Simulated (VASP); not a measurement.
# ZnS (R3m) in VASP: notebook, part 3 of 3

VASP 6.6.1. Earlier steps stand in the parts before.

## 5. Single point, PBEsol

Contents of INCAR:

```
ALGO = Normal ; EDIFF = 1E-7
ENCUT = 520 ; GGA = PS
ISIF = 2 ; ISMEAR = 0
LASPH = True ; LCHARG = False
LREAL = False ; LWAVE = False
NBANDS = 16 ; NELM = 100
PREC = Accurate ; SIGMA = 0.05
```

Contents of KPOINTS:

```
k-points
0
Gamma
  10 10 10
```

Contents of POSCAR:

```
ZnS
1.0
    0.0000000000      2.6782590749      2.6782590749
    2.6782590749      0.0000000000      2.6782590749
    2.6782590749      2.6782590749      0.0000000000
Zn S
1 1
Direct
    0.0000000000      0.0000000000      0.0000000000
    0.5883230712      0.8038923096      0.8038923096
```

Potentials or basis: VASP PAW PBE potentials, release 64 (Zn, S).

The run is started by

```sh
$ cat potpaw_PBE.64/Zn/POTCAR potpaw_PBE.64/S/POTCAR > POTCAR
$ mpirun -np 1 vasp_std > vasp.out
```

OUTCAR:

```text
EDIFF = 1E-7
   ENCUT = 520
   GGA = PS
   ISIF = 2
   ISMEAR = 0
   LASPH = True
   LREAL = False
   NELM = 100
   PREC = Accurate

 ion  position               nearest neighbor table
   1  0.000  0.000  0.000-   2 1.82   2 2.53   2 2.53   2 2.53
   2  0.588  0.804  0.804-   1 1.82   1 2.53   1 2.53   1 2.53

  LATTYP: Found a face centered cubic cell.
 ALAT       =     5.3565181498

  Lattice vectors:

 A1 = (   0.0000000000,   2.6782590749,   2.6782590749)
 A2 = (   2.6782590749,   0.0000000000,   2.6782590749)
 A3 = (   2.6782590749,   2.6782590749,   0.0000000000)

Analysis of symmetry for initial positions (statically):
=====================================================================
 Subroutine PRICEL returns:
 Original cell was already a primitive cell.

 Routine SETGRP: Setting up the symmetry group for a
 face centered cubic supercell.

 Subroutine GETGRP returns: Found  6 space group operations
 (whereof  6 operations were pure point group operations)
 out of a pool of 48 trial point group operations.

The static configuration has the point symmetry C_3v.

Analysis of symmetry for dynamics (positions and initial velocities):
=====================================================================
 Subroutine PRICEL returns:
 Original cell was already a primitive cell.

 Routine SETGRP: Setting up the symmetry group for a
 face centered cubic supercell.

 Subroutine GETGRP returns: Found  6 space group operations
 (whereof  6 operations were pure point group operations)
 out of a pool of 48 trial point group operations.

The dynamic configuration has the point symmetry C_3v.

 Subroutine INISYM returns: Found  6 space group operations
 (whereof  6 operations are pure point group operations),
 and found     1 'primitive' translations

----------------------------------------------------------------------------------------

                                     Primitive cell

  volume of cell :      38.4227

  direct lattice vectors                    reciprocal lattice vectors
     0.000000000  2.678259075  2.678259075    -0.186688437  0.186688437  0.186688437
     2.678259075  0.000000000  2.678259075     0.186688437 -0.186688437  0.186688437
     2.678259075  2.678259075  0.000000000     0.186688437  0.186688437 -0.186688437

  length of vectors
     3.787630307  3.787630307  3.787630307     0.323353858  0.323353858  0.323353858

  position of ions in fractional coordinates (direct lattice)
     0.000000000  0.000000000  0.000000000
     0.588323071  0.803892310  0.803892310

  ion indices of the primitive-cell ions
   primitive index   ion index
                 1           1
                 2           2

----------------------------------------------------------------------------------------

 KPOINTS: k-points

Automatic generation of k-mesh.
 Grid dimensions read from file:
 generate k-points for:   10   10   10

 Generating k-lattice:

  Cartesian coordinates                     Fractional coordinates (reciprocal lattice)
    -0.018668844  0.018668844  0.018668844     0.100000000  0.000000000  0.000000000
     0.018668844 -0.018668844  0.018668844     0.000000000  0.100000000  0.000000000
     0.018668844  0.018668844 -0.018668844     0.000000000  0.000000000  0.100000000

  Length of vectors
     0.032335386  0.032335386  0.032335386

  Shift w.r.t. Gamma in fractional coordinates (k-lattice)
     0.000000000  0.000000000  0.000000000

 Subroutine IBZKPT returns following result:
 ===========================================

 Found    116 irreducible k-points:

 Following reciprocal coordinates:
            Coordinates               Weight
  0.000000  0.000000  0.000000      1.000000
  0.100000  0.000000  0.000000      2.000000
  0.000000  0.100000  0.000000      6.000000
  0.200000  0.000000  0.000000      2.000000
  0.000000  0.200000  0.000000      6.000000
  0.300000  0.000000  0.000000      2.000000
[... 16 lines left out ...]
  0.000000  0.500000  0.100000     12.000000
  0.100000  0.000000  0.500000      6.000000
 [... further k-points ...]
   k-points           NKPTS =    116   k-points in BZ     NKDIM =    116   number of bands    NBANDS=     16
   number of dos      NEDOS =    301   number of ions     NIONS =      2
   total plane-waves  NPLWV =  21952
   dimension x,y,z NGX =    28 NGY =   28 NGZ =   28
   dimension x,y,z NGXF=    56 NGYF=   56 NGZF=   56
   ions per type =               1   1
   NGX,Y,Z   is equivalent  to a cutoff of  12.29, 12.29, 12.29 a.u.
   NGXF,Y,Z  is equivalent  to a cutoff of  24.58, 24.58, 24.58 a.u.
 SYSTEM =  unknown system
   PREC   = accura    normal or accurate (medium, high low for compatibility)
   ISTART =      0    job   : 0-new  1-cont  2-samecut
   ICHARG =      2    charge: 1-file 2-atom 10-const
   ISPIN  =      1    spin polarized calculation?
   LNONCOLLINEAR =      F non collinear calculations
   LSORBIT =      F    spin-orbit coupling
   LASPH  =      T    aspherical Exc in radial PAW
   ENCUT  =  520.0 eV  38.22 Ry    6.18 a.u.   7.04  7.04  7.04*2*pi/ulx,y,z
   NELM   =    100;   NELMIN=  2; NELMDL= -5     # of ELM steps
   EDIFF  = 0.1E-06   stopping-criterion for ELM
   LREAL  =      F    real-space projection
   EDIFFG = 0.1E-05   stopping-criterion for IOM
   NSW    =      0    number of steps for IOM
   IBRION =     -1    ionic relax: 0-MD 1-quasi-New 2-CG
   NFREE  =      0    steps in history (QN), initial steepest desc. (CG)
   ISIF   =      2    stress and relaxation
   ISYM   =      2    0-nonsym 1-usesym 2-fastsym
   POTIM  = 0.5000    time-step for ionic-motion
   TEBEG  =    0.0;   TEEND  =   0.0 temperature during run
   PSTRESS=    0.0 pullay stress
   NELECT =      18.0000    total number of electrons
   NUPDOWN=      -1.0000    fix difference up-down
   EMIN   =  10.00;   EMAX   =-10.00  energy-range for DOS
   EFERMI =   0.00;   METHOD = LEGACY
   ISMEAR =     0;   SIGMA  =   0.05  broadening in eV -4-tet -1-fermi 0-gaus
   EFERMI_NEDOS =   21; number of points for ismear=-14 and -15
   IALGO  =     38    algorithm
   IMIX   =      4    mixing-type and parameters
     AMIX     =   0.40;   BMIX     =  1.00
     AMIX_MAG =   1.60;   BMIX_MAG =  1.00
  volume/ion in A,a.u.               =      19.21       129.64
  Fermi-wavevector in a.u.,A,eV,Ry     =   1.271461  2.402713 21.995360  1.616613
  Thomas-Fermi vector in A             =   2.404393
   LORBIT       =      0    0 simple, 1 ext, 2 COOP (PROOUT), +10 PAW based schemes
   GGA     = PS    functional components
   LHFCALC =     F    Hartree Fock is set to
   AEXX    =    0.0000 exact exchange contribution
   IVDW    =     0    specifies the selected vdW correction
   LEPSILON=     F    determine dielectric tensor
   LRPA    =     F    only Hartree local field effects (RPA)
 non-spin polarized calculation
 Gauss-broadening in eV      SIGMA  =   0.05
  energy-cutoff  :      520.00
  volume of cell :       38.42
 maximum number of plane-waves:      1056
   NGX = 15   NGY = 15   NGZ = 15

 number of electron      18.0000015 magnetization

 Free energy of the ion-electron system (eV)
  ---------------------------------------------------
  ext. energy  EPLUGINS =         0.00000000
  ---------------------------------------------------
  free energy    TOTEN  =        -5.83474777 eV

  energy without entropy =       -5.83474777  energy(sigma->0) =       -5.83474777

 E-fermi :   2.7279     XC(G=0):  -9.9481

 val. band max:        2.4741845351   @ k =   0.0000   0.0000   0.0000
 cond. band min:       4.4149630519   @ k =   0.0000   0.0000   0.0000
 fundamental gap:      1.9407785169
 Fermi energy:         2.7279181856

 k-point     1 :       0.0000    0.0000    0.0000
  band No.  band energies     occupation
      1     -11.5191      2.00000
      2      -5.3399      2.00000
      3      -4.8796      2.00000
      4      -4.8796      2.00000
      5      -4.2812      2.00000
      6      -4.2812      2.00000
[... 8 lines left out ...]
     15      13.8505      0.00000
     16      13.8505      0.00000
[... 419 lines left out ...]
 k-point    24 :       0.1000    0.0000    0.5000
  band No.  band energies     occupation
      1     -10.6637      2.00000
      2      -5.1480      2.00000
      3      -4.9257      2.00000
      4      -4.6194      2.00000
      5      -4.1882      2.00000
      6      -4.0902      2.00000
[... 8 lines left out ...]
     15      15.5224      0.00000
     16      16.3006      0.00000

 [... further k-points ...]

------------------------ aborting loop because EDIFF is reached ----------------------------------------

  FORCE on cell =-STRESS in cart. coord.  units (eV):
  Direction    XX          YY          ZZ          XY          YZ          ZX
  --------------------------------------------------------------------------------------
  -------------------------------------------------------------------------------------
  Total        4.4287005      4.4287005      4.4287005     -5.4835560      5.4835560     -5.4835560
  in kB      184.6711884    184.6711884    184.6711884   -228.6573217    228.6573217   -228.6573217
  external PRESSURE =     184.6711884 kB  Pullay stress =       0.0000000 kB

 VOLUME and BASIS-vectors are now :
 -----------------------------------------------------------------------------
  energy-cutoff  :      520.00
  volume of cell :       38.42
      direct lattice vectors                 reciprocal lattice vectors
     0.000000000  2.678259075  2.678259075    -0.186688437  0.186688437  0.186688437
     2.678259075  0.000000000  2.678259075     0.186688437 -0.186688437  0.186688437
     2.678259075  2.678259075  0.000000000     0.186688437  0.186688437 -0.186688437

 POSITION                                       TOTAL-FORCE (eV/Angst)
 -----------------------------------------------------------------------------------
      0.00000      0.00000      0.00000         5.889419     -5.889419     -5.889419
      4.30606      3.72871      3.72871        -5.889419      5.889419      5.889419
 -----------------------------------------------------------------------------------
    total drift:                                0.000040     -0.000053     -0.000054

  FREE ENERGIE OF THE ION-ELECTRON SYSTEM (eV)
  ---------------------------------------------------
  free  energy   TOTEN  =        -5.8347477674 eV

  energy  without entropy=       -5.8347477674  energy(sigma->0) =       -5.83474777
```

stdout:

```text
POSCAR found type information on POSCAR ZnS
 POSCAR found :  2 types and       2 ions
 scaLAPACK will be used
 -----------------------------------------------------------------------------
|                                                                             |
|                                                                             |
|     You enforced a specific xc type in the INCAR file but a different       |
|     I HOPE YOU KNOW WHAT YOU ARE DOING!                                     |
|                                                                             |
 -----------------------------------------------------------------------------

 LDA part: xc-table for (Slater+PW92), standard interpolation
 POSCAR, INCAR and KPOINTS ok, starting setup
 FFT: planning ... GRIDC
 FFT: planning ... GRID_SOFT
 FFT: planning ... GRID
 WAVECAR not read
 entering main loop
```

Wall time 1.7 min (1 thread of Intel Xeon 8259CL, shared host); peak memory 0.2 GiB.

What came out:

- Free energy: -5.8347 eV
- Pressure: 18.5 GPa
- Largest force: 10.201 eV/Å
- Band gap on the k mesh: 1.94 eV

Forces in eV/Å, atoms in the order of the input:
```
Zn   5.889 -5.889 -5.889
S   -5.889  5.889  5.889
```

Levels at points of the mesh, in eV from the valence-band top:
```tsv
k point	band 7	band 8	band 9	band 10	band 11	band 12
(0.00, 0.00, 0.00)	-0.99	0.00	0.00	1.94	5.98	5.98
(0.50, 0.00, 0.00)	-6.15	-1.38	-1.38	3.85	7.21	7.21
(0.00, 0.50, 0.00)	-5.19	-1.59	-0.30	2.69	5.22	7.78
(0.50, 0.50, 0.00)	-4.87	-2.53	-2.16	2.31	4.01	10.26
```

Caveat: the cell differs from its parent crystal (all S atoms moved +0.500 Å, as atom 2 towards its neighbour atom 1 (Zn) at 2.319 Å); the cell stands under pressure; the PAW data sets were made with another functional, which shifts forces and pressure a little.

## 6. The runs side by side

| cell | gap on the mesh (eV) | pressure (GPa) | largest force (eV/Å) |
| --- | --- | --- | --- |
| as given, atomic positions A | 2.21 | 4.1 | 0.81 |
| as given, atomic positions B | 1.97 | 8.8 | 5.58 |
| as given, atomic positions C | 2.04 | 1.7 | 0.84 |
| as given, atomic positions D | 1.94 | 18.5 | 10.20 |

Alike in all rows: task single point; level PBEsol; potentials or basis VASP PAW PBE potentials, release 64 (Zn, S); no spin polarisation; k mesh 10 × 10 × 10; cutoff (eV) 520; smearing gaussian 0.05 eV.

Caveats: the PAW data sets were made with another functional, which shifts forces and pressure a little; the cell stands under pressure (at least some runs).

Total energies depend on the potentials used, so only differences within one code and one set of settings carry meaning.
